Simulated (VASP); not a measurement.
# InSe8 (P-3m1) in VASP: a series of runs

Runs on InSe8. Level: PBE+D3(BJ). Tasks: single point.

Program: VASP 6.6.1. These are calculated values, not measurements. Logs are shortened: lines on timing, memory, paths and dates and some standing lists are left out, and cuts for length are marked.

## (1) The cell of the first run

Symmetry: P-3m1, No. 164, trigonal system. The conventional cell has a = 7.271 Å, b = 7.271 Å, c = 4.640 Å, α = 90.00°, β = 90.00°, γ = 120.00°. Within 3.8 Å of In (site symmetry -3m) lie 12 Se at 2.79 to 3.76 Å. Se (site symmetry m) has 6 Se at 2.65 to 3.36 Å and 1 In at 2.79 Å within 3.5 Å. Se (site symmetry 3m) has 6 Se at 2.78 to 3.29 Å within 3.7 Å.

## (2) Single point, PBE+D3(BJ)

Input file INCAR:

```
SYSTEM = InSe8
PREC = Accurate
ENCUT = 520
EDIFF = 1E-6
ISMEAR = 0
SIGMA = 0.1
LREAL = .FALSE.
LASPH = .TRUE.
NELM = 100
ALGO = Normal
ISIF = 2
LWAVE = .FALSE.
LCHARG = .TRUE.
GGA = PE
IVDW = 12
LELF = .TRUE.
LVHAR = .TRUE.
NBANDS = 40
```

Input file KPOINTS:

```
Automatic mesh
0
G
  3 3 4
  0 0 0
```

Input file POSCAR:

```
InSe8
1.0
    7.2714042894      0.0000000000      0.0000000000
   -3.6357021447      6.2972208358      0.0000000000
    0.0000000000      0.0000000000      4.6396336148
In Se
1 8
Direct
    0.0000000000      0.0000000000      0.5000000000
    0.3586429655      0.1793214828      0.1487107179
    0.3333333333      0.6666666667      0.4229786292
    0.8206785172      0.1793214828      0.1487107179
    0.8206785172      0.6413570345      0.1487107179
    0.1793214828      0.3586429655      0.8512892821
    0.1793214828      0.8206785172      0.8512892821
    0.6666666667      0.3333333333      0.5770213708
    0.6413570345      0.8206785172      0.8512892821
```

Potentials or basis: VASP PAW PBE potentials, release 64 (In_d, Se).

Started as:

```
$ cat potpaw_PBE.64/In_d/POTCAR potpaw_PBE.64/Se/POTCAR > POTCAR
$ mpirun -np 1 vasp_std > vasp.out
```

OUTCAR:

```text
SYSTEM = InSe8
   PREC = Accurate
   ENCUT = 520
   EDIFF = 1E-6
   ISMEAR = 0
   LREAL = .FALSE.
   LASPH = .TRUE.
   NELM = 100
   ISIF = 2
   GGA = PE
   IVDW = 12
 IVDW          = 12

 ion  position               nearest neighbor table
   1  0.000  0.000  0.500-   5 2.79   6 2.79   2 2.79   9 2.79   7 2.79   4 2.79
   2  0.359  0.179  0.149-   6 2.65   7 2.65   8 2.78   1 2.79
   3  0.333  0.667  0.423-   7 2.78   6 2.78   9 2.78
   4  0.821  0.179  0.149-   9 2.65   6 2.65   8 2.78   1 2.79
   5  0.821  0.641  0.149-   9 2.65   7 2.65   8 2.78   1 2.79
   6  0.179  0.359  0.851-   2 2.65   4 2.65   3 2.78   1 2.79
   7  0.179  0.821  0.851-   2 2.65   5 2.65   3 2.78   1 2.79
   8  0.667  0.333  0.577-   4 2.78   5 2.78   2 2.78
   9  0.641  0.821  0.851-   5 2.65   4 2.65   3 2.78   1 2.79

  LATTYP: Found a hexagonal cell.
 ALAT       =     7.2714042894
 C/A-ratio  =     0.6380656927

  Lattice vectors:

 A1 = (   7.2714042894,   0.0000000000,   0.0000000000)
 A2 = (  -3.6357021447,   6.2972208358,   0.0000000000)
 A3 = (   0.0000000000,   0.0000000000,   4.6396336148)

Analysis of symmetry for initial positions (statically):
=====================================================================
 Subroutine PRICEL returns:
 Original cell was already a primitive cell.

 Routine SETGRP: Setting up the symmetry group for a
 hexagonal supercell.

 Subroutine GETGRP returns: Found 12 space group operations
 (whereof 12 operations were pure point group operations)
 out of a pool of 24 trial point group operations.

The static configuration has the point symmetry D_3d.

Analysis of symmetry for dynamics (positions and initial velocities):
=====================================================================
 Subroutine PRICEL returns:
 Original cell was already a primitive cell.

 Routine SETGRP: Setting up the symmetry group for a
 hexagonal supercell.

 Subroutine GETGRP returns: Found 12 space group operations
 (whereof 12 operations were pure point group operations)
 out of a pool of 24 trial point group operations.

The dynamic configuration has the point symmetry D_3d.

 Subroutine INISYM returns: Found 12 space group operations
 (whereof 12 operations are pure point group operations),
 and found     1 'primitive' translations

----------------------------------------------------------------------------------------

                                     Primitive cell

  volume of cell :     212.4471

  direct lattice vectors                    reciprocal lattice vectors
     7.271404289  0.000000000  0.000000000     0.137525017  0.079400106  0.000000000
    -3.635702145  6.297220836  0.000000000     0.000000000  0.158800211  0.000000000
     0.000000000  0.000000000  4.639633615     0.000000000  0.000000000  0.215534260

  length of vectors
     7.271404289  7.271404289  4.639633615     0.158800211  0.158800211  0.215534260

  position of ions in fractional coordinates (direct lattice)
     0.000000000  0.000000000  0.500000000
     0.358642966  0.179321483  0.148710718
     0.333333333  0.666666667  0.422978629
     0.820678517  0.179321483  0.148710718
     0.820678517  0.641357034  0.148710718
     0.179321483  0.358642966  0.851289282
     0.179321483  0.820678517  0.851289282
     0.666666667  0.333333333  0.577021371
     0.641357034  0.820678517  0.851289282

  ion indices of the primitive-cell ions
   primitive index   ion index
                 1           1
                 2           2
                 3           3
                 4           4
                 5           5
                 6           6
                 7           7
                 8           8
                 9           9

----------------------------------------------------------------------------------------

 KPOINTS: Automatic mesh

Automatic generation of k-mesh.
 Grid dimensions read from file:
 generate k-points for:    3    3    4

 Generating k-lattice:

  Cartesian coordinates                     Fractional coordinates (reciprocal lattice)
     0.045841672  0.026466702  0.000000000     0.333333333  0.000000000  0.000000000
     0.000000000  0.052933404  0.000000000     0.000000000  0.333333333  0.000000000
     0.000000000  0.000000000  0.053883565     0.000000000  0.000000000  0.250000000

  Length of vectors
     0.052933404  0.052933404  0.053883565

  Shift w.r.t. Gamma in fractional coordinates (k-lattice)
     0.000000000  0.000000000  0.000000000

 Subroutine IBZKPT returns following result:
 ===========================================

 Found     10 irreducible k-points:

 Following reciprocal coordinates:
            Coordinates               Weight
  0.000000  0.000000  0.000000      1.000000
  0.333333  0.000000  0.000000      6.000000
  0.333333  0.333333  0.000000      2.000000
  0.000000  0.000000  0.250000      2.000000
  0.333333  0.000000  0.250000      6.000000
  0.000000  0.333333  0.250000      6.000000
  0.333333  0.333333  0.250000      4.000000
  0.000000  0.000000  0.500000      1.000000
  0.333333  0.000000  0.500000      6.000000
  0.333333  0.333333  0.500000      2.000000
   k-points           NKPTS =     10   k-points in BZ     NKDIM =     10   number of bands    NBANDS=     40
   number of dos      NEDOS =    301   number of ions     NIONS =      9
   total plane-waves  NPLWV = 104976
   dimension x,y,z NGX =    54 NGY =   54 NGZ =   36
   dimension x,y,z NGXF=   108 NGYF=  108 NGZF=   72
   ions per type =               1   8
   NGX,Y,Z   is equivalent  to a cutoff of  12.35, 12.35, 12.90 a.u.
   NGXF,Y,Z  is equivalent  to a cutoff of  24.69, 24.69, 25.80 a.u.
 SYSTEM =  InSe8
   PREC   = accura    normal or accurate (medium, high low for compatibility)
   ISTART =      0    job   : 0-new  1-cont  2-samecut
   ICHARG =      2    charge: 1-file 2-atom 10-const
   ISPIN  =      1    spin polarized calculation?
   LNONCOLLINEAR =      F non collinear calculations
   LSORBIT =      F    spin-orbit coupling
   LASPH  =      T    aspherical Exc in radial PAW
   ENCUT  =  520.0 eV  38.22 Ry    6.18 a.u.  13.52 13.52  8.63*2*pi/ulx,y,z
   NELM   =    100;   NELMIN=  2; NELMDL= -5     # of ELM steps
   EDIFF  = 0.1E-05   stopping-criterion for ELM
   LREAL  =      F    real-space projection
   EDIFFG = 0.1E-04   stopping-criterion for IOM
   NSW    =      0    number of steps for IOM
   IBRION =     -1    ionic relax: 0-MD 1-quasi-New 2-CG
   NFREE  =      0    steps in history (QN), initial steepest desc. (CG)
   ISIF   =      2    stress and relaxation
   ISYM   =      2    0-nonsym 1-usesym 2-fastsym
   POTIM  = 0.5000    time-step for ionic-motion
   TEBEG  =    0.0;   TEEND  =   0.0 temperature during run
   PSTRESS=    0.0 pullay stress
   NELECT =      61.0000    total number of electrons
   NUPDOWN=      -1.0000    fix difference up-down
   EMIN   =  10.00;   EMAX   =-10.00  energy-range for DOS
   EFERMI =   0.00;   METHOD = LEGACY
   ISMEAR =     0;   SIGMA  =   0.10  broadening in eV -4-tet -1-fermi 0-gaus
   EFERMI_NEDOS =   21; number of points for ismear=-14 and -15
   IALGO  =     38    algorithm
   IMIX   =      4    mixing-type and parameters
     AMIX     =   0.40;   BMIX     =  1.00
     AMIX_MAG =   1.60;   BMIX_MAG =  1.00
  volume/ion in A,a.u.               =      23.61       159.30
  Fermi-wavevector in a.u.,A,eV,Ry     =   1.080027  2.040954 15.870619  1.166458
  Thomas-Fermi vector in A             =   2.216007
   LORBIT       =      0    0 simple, 1 ext, 2 COOP (PROOUT), +10 PAW based schemes
   GGA     = PE    functional components
   LHFCALC =     F    Hartree Fock is set to
   AEXX    =    0.0000 exact exchange contribution
   IVDW    =    12    specifies the selected vdW correction
   LEPSILON=     F    determine dielectric tensor
   LRPA    =     F    only Hartree local field effects (RPA)
 non-spin polarized calculation
 Gauss-broadening in eV      SIGMA  =   0.10
  energy-cutoff  :      520.00
  volume of cell :      212.45
 maximum number of plane-waves:      5759
 NGX is ok and might be reduce to    54
   NGX = 27   NGY = 27   NGZ = 17

 number of electron      60.9999993 magnetization

 Free energy of the ion-electron system (eV)
  ---------------------------------------------------
  ext. energy  EPLUGINS =         0.00000000
  ---------------------------------------------------
  free energy    TOTEN  =       -28.89815091 eV

  energy without entropy =      -28.88792430  energy(sigma->0) =      -28.89303760

 E-fermi :   4.6681     XC(G=0):  -9.7947

 val. band max:        4.6374830670   @ k =   0.0000   0.0000   0.5000
 cond. band min:       4.7355815880   @ k =   0.3333   0.0000   0.5000
 fundamental gap:      0.0980985210
 Fermi energy:         4.6680703407

 k-point     1 :       0.0000    0.0000    0.0000
  band No.  band energies     occupation
      1     -11.0413      2.00000
      2     -10.2151      2.00000
      3     -10.2151      2.00000
      4     -10.0287      2.00000
      5      -9.9916      2.00000
      6      -9.9916      2.00000
[... 32 lines left out ...]
     39       8.5733      0.00000
     40       9.6201      0.00000

 k-point     2 :       0.3333    0.0000    0.0000
  band No.  band energies     occupation
      1     -10.7655      2.00000
      2     -10.2497      2.00000
      3     -10.2122      2.00000
      4     -10.0525      2.00000
      5      -9.9949      2.00000
      6      -9.9912      2.00000
[... 333 lines left out ...]
     39       9.1456      0.00000
     40       9.7971      0.00000

 k-point    10 :       0.3333    0.3333    0.5000
  band No.  band energies     occupation
      1     -10.4650      2.00000
      2     -10.4650      2.00000
      3     -10.0658      2.00000
      4     -10.0048      2.00000
      5      -9.9917      2.00000
      6      -9.9917      2.00000
[... 32 lines left out ...]
     39       9.5363      0.00000
     40       9.9203      0.00000

------------------------ aborting loop because EDIFF is reached ----------------------------------------

 Edisp (eV)   -3.33685

 E8    (eV) :    -1.4103

  FORCE on cell =-STRESS in cart. coord.  units (eV):
  Direction    XX          YY          ZZ          XY          YZ          ZX
  --------------------------------------------------------------------------------------
  -------------------------------------------------------------------------------------
  Total       0.03424     0.03424     0.04795     0.00000     0.00000     0.00000
  in kB       0.25819     0.25819     0.36164     0.00000     0.00000     0.00000
  external pressure =        0.29 kB  Pullay stress =        0.00 kB

 VOLUME and BASIS-vectors are now :
 -----------------------------------------------------------------------------
  energy-cutoff  :      520.00
  volume of cell :      212.45
      direct lattice vectors                 reciprocal lattice vectors
     7.271404289  0.000000000  0.000000000     0.137525017  0.079400106  0.000000000
    -3.635702145  6.297220836  0.000000000     0.000000000  0.158800211  0.000000000
     0.000000000  0.000000000  4.639633615     0.000000000  0.000000000  0.215534260

 POSITION                                       TOTAL-FORCE (eV/Angst)
 -----------------------------------------------------------------------------------
      0.00000      0.00000      2.31982         0.000000      0.000000     -0.000000
      1.95588      1.12923      0.68996         0.005645      0.003259      0.000304
     -0.00000      4.19815      1.96247         0.000000      0.000000     -0.003960
      5.31553      1.12923      0.68996        -0.005645      0.003259      0.000304
      3.63570      4.03877      0.68996         0.000000     -0.006518      0.000304
      0.00000      2.25845      3.94967         0.000000      0.006518     -0.000304
     -1.67982      5.16799      3.94967         0.005645     -0.003259     -0.000304
      3.63570      2.09907      2.67717         0.000000      0.000000      0.003960
      1.67982      5.16799      3.94967        -0.005645     -0.003259     -0.000304
 -----------------------------------------------------------------------------------
    total drift:                                0.000000      0.000000     -0.000000

  FREE ENERGIE OF THE ION-ELECTRON SYSTEM (eV)
  ---------------------------------------------------
  free  energy   TOTEN  =       -32.2350003128 eV

  energy  without entropy=      -32.2247736994  energy(sigma->0) =      -32.22988701
```

Run time: 71 s. Hardware: 1 thread of AMD EPYC 9R45 (Zen 5), shared host; peak memory 0.32 GiB.

What came out:

| Item | Value |
| --- | --- |
| Free energy | -32.2350 eV |
| Pressure | 0.0 GPa |
| Largest force | 0.007 eV/Å |
| Band gap on the k mesh | zero (an odd number of electrons rules out a gap without spin polarisation) |
| Dispersion energy per atom | -0.371 eV |

Forces on the atoms (eV/Å):
```
In   0.000  0.000  0.000
Se   0.006  0.003  0.000
Se   0.000  0.000 -0.004
Se  -0.006  0.003  0.000
Se   0.000 -0.007  0.000
Se   0.000  0.007  0.000
Se   0.006 -0.003  0.000
Se   0.000  0.000  0.004
Se  -0.006 -0.003  0.000
```

Levels at points of the mesh, in eV from the Fermi level:
```tsv
k point	band 28	band 29	band 30	band 31	band 32	band 33	band 34	band 35
(0.00, 0.00, 0.00)	-1.27	-1.27	-0.99	-0.99	0.88	0.88	1.20	1.42
(0.00, 0.00, 0.50)	-1.52	-0.15	-0.03	0.09	0.09	0.74	0.74	0.92
```

Caveat: spin-orbit coupling is left out, which moves the levels of the heavy elements.

## (3) Single point, PBE+D3(BJ)

This run uses another cell than the first one, of 25.22 Å³/atom.

Input file INCAR:

```
SYSTEM = InSe8
  PREC = Accurate
  ENCUT = 520
  EDIFF = 1E-7
  ISMEAR = 0
  SIGMA = 0.1
  LREAL = .FALSE.
  LASPH = .TRUE.
  NELM = 100
  ALGO = Normal
  ISIF = 2
  LWAVE = .FALSE.
  LCHARG = .TRUE.
  GGA = PE
  IVDW = 12
  LELF = .TRUE.
  LVHAR = .TRUE.
  NBANDS = 40
```

KPOINTS is that of step 2.

Input file POSCAR:

```
InSe8
1.0
    7.7415707000      0.0000000000      0.0000000000
   -3.8707853500      6.7043968900      0.0000000000
    0.0000000000      0.0000000000      4.3732966100
In Se
1 8
Direct
    0.0000000000      0.0000000000      0.5000000000
    0.3333333300      0.1666666700      0.1454602200
    0.3333333300      0.6666666700      0.1454602200
    0.8333333300      0.1666666700      0.1454602200
    0.8333333300      0.6666666700      0.1454602200
    0.1666666700      0.3333333300      0.8545397800
    0.1666666700      0.8333333300      0.8545397800
    0.6666666700      0.3333333300      0.8545397800
    0.6666666700      0.8333333300      0.8545397800
```

Potentials or basis: VASP PAW PBE potentials, release 64 (In_d, Se).

Started as:

```
$ cat potpaw_PBE.64/In_d/POTCAR potpaw_PBE.64/Se/POTCAR > POTCAR
$ mpirun -np 1 vasp_std > vasp.out
```

Wall time 87 s (1 thread of AMD EPYC 9R45 (Zen 5), shared host); peak memory 0.34 GiB.

Results (log left out):

| Quantity | Value |
| --- | --- |
| Free energy | -28.3775 eV |
| Pressure | 6.2 GPa |
| Largest force | 1.187 eV/Å |
| Band gap on the k mesh | zero (an odd number of electrons rules out a gap without spin polarisation) |
| Dispersion energy per atom | -0.343 eV |

Forces in eV/Å, atoms in the order of the input:
```
In   0.000  0.000  0.000
Se   0.527  0.304  0.671
Se   0.000  0.000  1.187
Se  -0.527  0.304  0.671
Se   0.000 -0.608  0.671
Se   0.000  0.608 -0.671
Se   0.527 -0.304 -0.671
Se   0.000  0.000 -1.187
Se  -0.527 -0.304 -0.671
```

Stress tensor (GPa, compression positive):
```
7.93 0.00 0.00
0.00 7.93 0.00
0.00 0.00 2.80
```

Levels at points of the mesh, in eV from the Fermi level:
| k point | band 29 | band 30 | band 31 | band 32 | band 33 | band 34 |
| --- | --- | --- | --- | --- | --- | --- |
| (0.00, 0.00, 0.00) | -1.02 | -0.56 | -0.56 | -0.17 | -0.09 | -0.09 |
| (0.00, 0.00, 0.50) | -1.04 | -0.31 | -0.18 | -0.18 | 0.05 | 0.05 |

Caveat: the stress differs along the axes, from 3 to 8 GPa; spin-orbit coupling is left out, which moves the levels of the heavy elements; forces of over 1 eV/Å act on the atoms, so gaps and moduli don't describe the material at rest.

The gap in the log of VASP goes by the Fermi energy; the results here count the filled bands.